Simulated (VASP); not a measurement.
Write the native input for VASP 6.6.1 that does the following.

```yaml
Task: relaxation of cell and atoms
Functional: PBEsol
Potentials_or_basis: VASP PAW PBE potentials, release 64 (Ag, Cl)
Cutoff: 600 eV
k_mesh: 8 × 8 × 8
Occupations: gaussian, width 0.01 eV
Spin: no spin polarisation
Target_pressure: 1 GPa
Dipole_correction: no
Further_INCAR_settings: ALGO = Normal; EDIFF = 1e-07; IBRION = 2; EDIFFG = -0.002; NSW = 100; ISIF = 3
```

The structure of AgCl lies in POSCAR:

```
AgCl
1.0
    0.0000000000      2.7237519381      2.7237519381
    2.7237519381      0.0000000000      2.7237519381
    2.7237519381      2.7237519381      0.0000000000
Ag Cl
1 1
Direct
    0.0000000000      0.0000000000      0.0000000000
    0.5000000000      0.5000000000      0.5000000000
```

One way to write it, as run:

INCAR

```
PREC     = Accurate       # precision mode
ENCUT    = 600            # plane-wave cutoff, eV
EDIFF    = 1E-7           # SCF threshold, eV
ISMEAR   = 0              # smearing method
SIGMA    = 0.01           # smearing width, eV
LREAL    = F              # projectors in reciprocal space
LASPH    = T              # aspherical terms in the spheres
NELM     = 100            # most SCF steps
ALGO     = Normal         # electronic algorithm
ISIF     = 3              # what is computed and relaxed
LWAVE    = F              # write WAVECAR
LCHARG   = F              # write CHGCAR
GGA      = PS             # functional
IBRION   = 2              # ionic algorithm
NSW      = 100            # ionic steps
EDIFFG   = -0.002         # ionic threshold
PSTRESS  = 10.0
```

KPOINTS

```
Automatic mesh
0
Gamma
  8 8 8
```

Potentials or basis: VASP PAW PBE potentials, release 64 (Ag, Cl).

Launch:

```sh
$ cat potpaw_PBE.64/Ag/POTCAR potpaw_PBE.64/Cl/POTCAR > POTCAR
$ mpirun -np 1 vasp_std > vasp.out
```

It gave:

```yaml
Relaxed_volume: 19.85 Å³/atom
Relaxed_cell: a = 3.829 Å, b = 3.829 Å, c = 3.829 Å, α = 60.00°, β = 60.00°, γ = 60.00°
Space_group_after_relaxing_to_0.1_Å: Fm-3m (No. 225)
Energy_change_on_relaxing_the_run_minimises_the_enthalpy: +1.0 meV/atom
Ionic_steps: 3
Pressure_after_relaxing: 1.0 GPa
Band_gap_on_the_k_mesh: 0.72 eV (least direct gap 3.29 eV)
```

Caveat: the cell is relaxed towards a set pressure, so the run minimises the enthalpy, not the energy; semilocal functionals underestimate gaps, and a narrow one can read as zero; the PAW data sets were made with another functional, which shifts forces and pressure a little.

It took 37 s on 1 thread of Intel Xeon 8259CL (shared host), peak memory 0.2 GiB.
